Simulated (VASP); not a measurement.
Here is a VASP 6.6.1 calculation.

INCAR

```
PREC = Accurate
ENCUT = 520
EDIFF = 1E-8
ISMEAR = 0
SIGMA = 0.01
LREAL = F
LASPH = T
NELM = 100
ALGO = Normal
ISIF = 2
LWAVE = F
LCHARG = F
GGA = PE
LEPSILON = T
```

The input KPOINTS:

```
regular mesh
0
Gamma
  6 6 6
```

The input POSCAR:

```
BeTe
1.0
    0.0000000000      2.8286236224      2.8286236224
    2.8286236224      0.0000000000      2.8286236224
    2.8286236224      2.8286236224      0.0000000000
Be Te
1 1
Direct
    0.0000000000      0.0000000000      0.0000000000
    0.2500000000      0.2500000000      0.2500000000
```

Potentials or basis: VASP PAW PBE potentials, release 64 (Be, Te).

Launch:

```sh
$ cat potpaw_PBE.64/Be/POTCAR potpaw_PBE.64/Te/POTCAR > POTCAR
$ mpirun -np 1 vasp_std > vasp.out
```

(1) Predict the electronic dielectric tensor (diagonal).

(2) Estimate the Born charges (mean of the diagonal).

(3) What does it give for the band gap on the k mesh?

Results:

(1) 7.97.

(2) Be +1.41; Te -1.41 e.

(3) 2.01 eV (least direct gap 3.62 eV).

Caveat: spin-orbit coupling is left out, which moves the levels of the heavy elements.
